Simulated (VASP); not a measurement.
Runs of VASP 6.6.1 on C. The structure is that of space group Fd-3m (No. 227), or close to it. The cells are those of the table. 

| task | cell | gap on the mesh (eV) | pressure (GPa) |
| --- | --- | --- | --- |
| relaxation of cell and atoms | relaxed to 20 GPa from a = 2.522 Å, angles 60.0°, 2 atoms | 4.22 | 19.7 |
| single point | a = 2.526 Å, angles 60.0°, 2 atoms | 4.12 | 0.0 |
| single point | a = 2.516 Å, angles 60.0°, 2 atoms | (b) | (a) |
| single point | a = 2.490 Å, angles 60.0°, 2 atoms | 4.22 | 20.1 |
| relaxation of cell and atoms | relaxed to 10 GPa from a = 2.522 Å, angles 60.0°, 2 atoms | 4.17 | 10.0 |

Alike in all rows: level PBE; potentials or basis VASP PAW PBE potentials, release 64 (C); no spin polarisation; k mesh 8 × 8 × 8; cutoff (eV) 600; smearing gaussian 0.01 eV.

Fill in the values left out.

(a) 5.0; (b) 4.15.

Caveats: the cell is relaxed towards a set pressure, so the run minimises the enthalpy, not the energy (at least some runs); the cell stands under pressure (at least some runs).

A k mesh can miss the band edges.
